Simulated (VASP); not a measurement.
A run of VASP 6.6.1:

File INCAR:

```
SYSTEM = InSb
PREC = Accurate
ENCUT = 520
EDIFF = 1E-6
ISMEAR = -1
SIGMA = 0.03
LREAL = .FALSE.
LASPH = .TRUE.
NELM = 100
ALGO = Normal
ISIF = 2
LWAVE = .FALSE.
LCHARG = .FALSE.
GGA = PE
NBANDS = 16
```

KPOINTS

```
Automatic mesh
0
G
  10 10 10
  0 0 0
```

The input POSCAR:

```
InSb
1.0
    0.0000000000      3.1419270000      3.2391000000
    3.1419270000      0.0000000000      3.2391000000
    3.1419270000      3.1419270000      0.0000000000
In Sb
1 1
Direct
    0.0000000000      0.0000000000      0.0000000000
    0.7500000000      0.7500000000      0.7500000000
```

Potentials or basis: VASP PAW PBE potentials, release 64 (In_d, Sb).

The run is started by

```bash
$ cat potpaw_PBE.64/In_d/POTCAR potpaw_PBE.64/Sb/POTCAR > POTCAR
$ mpirun -np 1 vasp_std > vasp.out
```

Hardware: 1 thread of AMD EPYC 9R45 96-Core Processor (Zen 5), on a shared host.

**Question.** Estimate the wall time of this run.

**Answer.** It took 69 s on 1 thread of AMD EPYC 9R45 96-Core Processor (Zen 5), on a shared host, peak memory 0.24 GiB. Counts: scf iterations 13, k points 102.
